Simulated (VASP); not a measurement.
# Cs3SiPt (P4mm) in VASP: relaxation of cell and atoms with PBE

Aim: the relaxation of cell and atoms of Cs3SiPt with PBE.

Everything below comes from runs of VASP 6.6.1. Logs are shortened: lines on timing, memory, paths and dates and some standing lists are left out, and cuts for length are marked.

## 1. The cell of the first run

It takes space group P4mm (No. 99, tetragonal). Conventional cell: a = 5.209 Å, b = 5.209 Å, c = 6.592 Å, α = 90.00°, β = 90.00°, γ = 90.00°. Cs (site symmetry 4mm) has 2 Si at 2.93 to 3.67 Å and 4 Cs at 3.68 Å and 4 Pt at 3.75 Å within 3.9 Å. Cs (site symmetry 2mm) has 2 Si at 2.82 Å and 6 Cs at 3.68 Å within 3.7 Å. Si (site symmetry 4mm) has 6 Cs at 2.82 to 3.67 Å within 3.7 Å. Pt (site symmetry 4mm) has 12 Cs at 3.75 to 4.20 Å and 4 Si at 4.30 Å within 4.9 Å.

The cell was generated, and may not be a known phase.

## 2. Relaxation of cell and atoms, PBE

Input file INCAR:

```
SYSTEM = Cs3SiPt
PREC     = Accurate       ! precision mode
ENCUT    = 600            ! plane-wave cutoff, eV
EDIFF    = 1E-6           ! SCF threshold, eV
ISMEAR   = 0              ! smearing method
SIGMA    = 0.1            ! smearing width, eV
LREAL    = .FALSE.        ! projectors in reciprocal space
LASPH    = .TRUE.         ! aspherical terms in the spheres
NELM     = 60             ! most SCF steps
ALGO     = Fast           ! electronic algorithm
ISIF     = 3              ! what is computed and relaxed
LWAVE    = .FALSE.        ! write WAVECAR
LCHARG   = .FALSE.        ! write CHGCAR
GGA      = PE             ! functional
IBRION   = 2              ! ionic algorithm
NSW      = 90             ! ionic steps
EDIFFG   = -0.04          ! ionic threshold
```

Input file KPOINTS:

```
regular mesh
0
G
  4 4 4
  0 0 0
```

Input file POSCAR:

```
Cs3SiPt
1.0
    5.2092891100      0.0000000000      0.0000000000
    0.0000000000      5.2092891100      0.0000000000
    0.0000000000      0.0000000000      6.5915986300
Cs Si Pt
3 1 1
Direct
    0.5000000000      0.5000000000      0.1059000000
    0.0000000000      0.5000000000      0.5000000000
    0.5000000000      0.0000000000      0.5000000000
    0.5000000000      0.5000000000      0.6620000000
    0.0000000000      0.0000000000      0.0000000000
```

Potentials or basis: VASP PAW PBE potentials, release 64 (Cs_sv, Si, Pt).

Started as:

```bash
$ cat potpaw_PBE.64/Cs_sv/POTCAR potpaw_PBE.64/Si/POTCAR potpaw_PBE.64/Pt/POTCAR > POTCAR
$ mpirun -np 1 vasp_std > vasp.out
```

OUTCAR:

```text
SYSTEM = Cs3SiPt
   PREC = Accurate
   ENCUT = 600
   EDIFF = 1E-6
   ISMEAR = 0
   LREAL = .FALSE.
   LASPH = .TRUE.
   NELM = 60
   ISIF = 3
   GGA = PE
   IBRION = 2
   NSW = 90
   EDIFFG = -0.04

 ion  position               nearest neighbor table
   1  0.500  0.500  0.106-   4 2.93
   2  0.000  0.500  0.500-   4 2.82   4 2.82
   3  0.500  0.000  0.500-   4 2.82   4 2.82
   4  0.500  0.500  0.662-   2 2.82   3 2.82   3 2.82   2 2.82   1 2.93
   5  0.000  0.000  0.000-

  LATTYP: Found a simple tetragonal cell.
 ALAT       =     5.2092891100
 C/A-ratio  =     1.2653547328

  Lattice vectors:

 A1 = (   5.2092891100,   0.0000000000,   0.0000000000)
 A2 = (   0.0000000000,   5.2092891100,   0.0000000000)
 A3 = (   0.0000000000,   0.0000000000,   6.5915986300)

Analysis of symmetry for initial positions (statically):
=====================================================================
 Subroutine PRICEL returns:
 Original cell was already a primitive cell.

 Routine SETGRP: Setting up the symmetry group for a
 simple tetragonal supercell.

 Subroutine GETGRP returns: Found  8 space group operations
 (whereof  8 operations were pure point group operations)
 out of a pool of 16 trial point group operations.

The static configuration has the point symmetry C_4v.

Analysis of symmetry for dynamics (positions and initial velocities):
=====================================================================
 Subroutine PRICEL returns:
 Original cell was already a primitive cell.

 Routine SETGRP: Setting up the symmetry group for a
 simple tetragonal supercell.

 Subroutine GETGRP returns: Found  8 space group operations
 (whereof  8 operations were pure point group operations)
 out of a pool of 16 trial point group operations.

The dynamic configuration has the point symmetry C_4v.

 Subroutine INISYM returns: Found  8 space group operations
 (whereof  8 operations are pure point group operations),
 and found     1 'primitive' translations

----------------------------------------------------------------------------------------

                                     Primitive cell

  volume of cell :     178.8742

[... 86 lines left out ...]
   NELM   =     60;   NELMIN=  2; NELMDL= -5     # of ELM steps
   EDIFF  = 0.1E-05   stopping-criterion for ELM
   LREAL  =      F    real-space projection
   EDIFFG = -.4E-01   stopping-criterion for IOM
   NSW    =     90    number of steps for IOM
   IBRION =      2    ionic relax: 0-MD 1-quasi-New 2-CG
   NFREE  =      1    steps in history (QN), initial steepest desc. (CG)
   ISIF   =      3    stress and relaxation
   ISYM   =      2    0-nonsym 1-usesym 2-fastsym
   POTIM  = 0.5000    time-step for ionic-motion
   TEBEG  =    0.0;   TEEND  =   0.0 temperature during run
   PSTRESS=    0.0 pullay stress
   NELECT =      41.0000    total number of electrons
   NUPDOWN=      -1.0000    fix difference up-down
   EMIN   =  10.00;   EMAX   =-10.00  energy-range for DOS
   EFERMI =   0.00;   METHOD = LEGACY
   ISMEAR =     0;   SIGMA  =   0.10  broadening in eV -4-tet -1-fermi 0-gaus
   EFERMI_NEDOS =   21; number of points for ismear=-14 and -15
   IALGO  =     68    algorithm
   IMIX   =      4    mixing-type and parameters
     AMIX     =   0.40;   BMIX     =  1.00
     AMIX_MAG =   1.60;   BMIX_MAG =  1.00
  volume/ion in A,a.u.               =      35.77       241.42
  Fermi-wavevector in a.u.,A,eV,Ry     =   1.001890  1.893298 13.657316  1.003784
  Thomas-Fermi vector in A             =   2.134342
   LORBIT       =      0    0 simple, 1 ext, 2 COOP (PROOUT), +10 PAW based schemes
   GGA     = PE    functional components
   LHFCALC =     F    Hartree Fock is set to
   AEXX    =    0.0000 exact exchange contribution
   IVDW    =     0    specifies the selected vdW correction
   LEPSILON=     F    determine dielectric tensor
   LRPA    =     F    only Hartree local field effects (RPA)
 conjugate gradient relaxation of ions
 non-spin polarized calculation
 RMM-DIIS sequential band-by-band and
 Gauss-broadening in eV      SIGMA  =   0.10
  energy-cutoff  :      600.00
  volume of cell :      178.87
 maximum number of plane-waves:      6000
 NGX is ok and might be reduce to    42
   NGX = 21   NGY = 21   NGZ = 27

--------------------------------------- Ionic step        1  -------------------------------------------

 number of electron      40.9999995 magnetization

 Free energy of the ion-electron system (eV)
  ---------------------------------------------------
  ext. energy  EPLUGINS =         0.00000000
  ---------------------------------------------------
  free energy    TOTEN  =        -8.08342276 eV

  energy without entropy =       -8.06428619  energy(sigma->0) =       -8.07385448

------------------------ aborting loop because EDIFF is reached ----------------------------------------

  FORCE on cell =-STRESS in cart. coord.  units (eV):
  Direction    XX          YY          ZZ          XY          YZ          ZX
  --------------------------------------------------------------------------------------
  -------------------------------------------------------------------------------------
  Total        9.9817105      9.9817105      5.0313621      0.0000000     -0.0000000      0.0000000
  in kB       89.4062490     89.4062490     45.0659443      0.0000000     -0.0000000      0.0000000
  external PRESSURE =      74.6261474 kB  Pullay stress =       0.0000000 kB
[... 98 lines left out ...]
  FREE ENERGIE OF THE ION-ELECTRON SYSTEM (eV)
  ---------------------------------------------------
  free  energy   TOTEN  =        -9.7039980095 eV

  energy  without entropy=       -9.6758793710  energy(sigma->0) =       -9.68993869

[... ionic steps 4 to 56 ...]

--------------------------------------- Ionic step       57  -------------------------------------------

 number of electron      41.0000002 magnetization

------------------------ aborting loop because EDIFF is reached ----------------------------------------
[... 73 lines left out ...]
--------------------------------------- Ionic step       59  -------------------------------------------

 number of electron      41.0000000 magnetization

 Free energy of the ion-electron system (eV)
  ---------------------------------------------------
  ext. energy  EPLUGINS =         0.00000000
  ---------------------------------------------------
  free energy    TOTEN  =       -10.65620250 eV

  energy without entropy =      -10.60674873  energy(sigma->0) =      -10.63147561

 E-fermi :   0.3489     XC(G=0):  -6.2892

 val. band max:        0.3487573384   @ k =   0.2500   0.2500   0.2500
 cond. band min:       0.3672501854   @ k =   0.2500   0.2500   0.0000
 fundamental gap:      0.0184928470
 Fermi energy:         0.3488560214

 k-point     1 :       0.0000    0.0000    0.0000
  band No.  band energies     occupation
      1     -22.3204      2.00000
      2     -21.4666      2.00000
      3     -21.4045      2.00000
      4      -9.1698      2.00000
      5      -9.1698      2.00000
      6      -9.1478      2.00000
[... 507 lines left out ...]
  FREE ENERGIE OF THE ION-ELECTRON SYSTEM (eV)
  ---------------------------------------------------
  free  energy   TOTEN  =       -10.6562024951 eV

  energy  without entropy=      -10.6067487322  energy(sigma->0) =      -10.63147561

 reached required accuracy - stopping structural energy minimisation
```

CONTCAR:

```text
Cs3SiPt
   1.00000000000000
     6.3410419165950422    0.0000000000000000   -0.0000000000000002
     0.0000000000000000    6.3410419165950422    0.0000000000000000
    -0.0000000000000001    0.0000000000000000    7.7290625099566101
  Cs              Si              Pt
     3     1     1
Direct
     0.5000000000000000    0.5000000000000000    0.0485602773585586
     0.0000000000000000    0.5000000000000000    0.4552728322260478
     0.5000000000000000    0.0000000000000000    0.4552728322260478
     0.5000000000000000    0.5000000000000000    0.5597423459370041
     0.0000000000000000    0.0000000000000000    0.2490517122523391

  0.00000000E+00  0.00000000E+00  0.00000000E+00
  0.00000000E+00  0.00000000E+00  0.00000000E+00
  0.00000000E+00  0.00000000E+00  0.00000000E+00
  0.00000000E+00  0.00000000E+00  0.00000000E+00
  0.00000000E+00  0.00000000E+00  0.00000000E+00
```

It took 43 min on 1 thread of Intel Xeon 6975P-C (Granite Rapids), shared host; peak memory 0.41 GiB.

Results:

| Item | Value |
| --- | --- |
| Free energy | -10.6562 eV |
| Relaxed volume | 62.16 Å³/atom |
| Relaxed cell | a = 6.341 Å, b = 6.341 Å, c = 7.729 Å, α = 90.00°, β = 90.00°, γ = 90.00° |
| Space group after relaxing (to 0.1 Å) | P4mm (No. 99) |
| Energy gained by relaxing | 514.6 meV/atom |
| Ionic steps | 59 |
| Pressure after relaxing | 0.0 GPa |
| Largest force after relaxing | 0.032 eV/Å |
| Band gap on the k mesh | zero (an odd number of electrons rules out a gap without spin polarisation) |

Forces on the atoms (eV/Å):
```
Cs   0.000  0.000  0.009
Cs   0.000  0.000  0.013
Cs   0.000  0.000  0.013
Si   0.000  0.000 -0.032
Pt   0.000  0.000 -0.004
```

The path:
| step | energy change (eV) | largest force (eV/Å) | pressure (GPa) | volume (Å³) |
| --- | --- | --- | --- | --- |
| 1 | 0.0000 | 0.2781 | 7.46 | 178.87 |
| 3 | -1.6206 | 0.6039 | 0.61 | 254.14 |
| 5 | -1.6681 | 0.7181 | -0.21 | 284.08 |
| 7 | -1.7353 | 0.7008 | -0.09 | 279.87 |
| 9 | -1.9178 | 0.3567 | 0.30 | 277.68 |
| 11 | -1.9890 | 0.3464 | 0.06 | 287.43 |
| 13 | -2.0422 | 0.3222 | -0.09 | 298.41 |
| 15 | -2.0639 | 0.0745 | -0.16 | 303.34 |
| 17 | -2.0737 | 0.1138 | 0.09 | 293.14 |
| 19 | -2.0775 | 0.0658 | 0.05 | 294.82 |
| 21 | -2.0816 | 0.0727 | -0.03 | 299.27 |
| 23 | -2.0838 | 0.0808 | -0.12 | 304.00 |
| 25 | -2.0902 | 0.0949 | -0.17 | 305.43 |
| 27 | -2.1055 | 0.2447 | -0.19 | 311.15 |
| 29 | -2.1242 | 0.2513 | -0.17 | 308.49 |
| 31 | -2.2187 | 0.2364 | 0.07 | 296.68 |
| 33 | -2.2629 | 0.1941 | 0.31 | 288.72 |
| 35 | -2.2736 | 0.1758 | 0.40 | 287.28 |
| 37 | -2.2905 | 0.1733 | 0.35 | 290.85 |
| 39 | -2.3256 | 0.2320 | -0.19 | 319.28 |
| 41 | -2.3375 | 0.1968 | -0.11 | 314.81 |
| 43 | -2.3999 | 0.1746 | -0.02 | 321.59 |
| 45 | -2.4413 | 0.2740 | -0.04 | 336.56 |
| 47 | -2.4730 | 0.1721 | -0.01 | 333.18 |
| 49 | -2.4731 | 0.2080 | 0.11 | 323.76 |
| 51 | -2.4850 | 0.1852 | 0.03 | 327.93 |
| 53 | -2.5116 | 0.1770 | -0.07 | 326.84 |
| 55 | -2.5693 | 0.0662 | 0.00 | 314.41 |
| 57 | -2.5721 | 0.0486 | -0.02 | 311.44 |
| 59 | -2.5728 | 0.0324 | -0.01 | 310.78 |

Final structure:
```
Cs Si Pt
1.0
     6.34104    0.00000    0.00000
     0.00000    6.34104    0.00000
     0.00000    0.00000    7.72906
Cs Si Pt
3 1 1
Direct
  0.50000 0.50000 0.04856
  0.00000 0.50000 0.45527
  0.50000 0.00000 0.45527
  0.50000 0.50000 0.55974
  0.00000 0.00000 0.24905
```

Caveat: the volume moved by over 15 % at a fixed basis, so the end points are rough; spin-orbit coupling is left out, which moves the levels of the heavy elements.
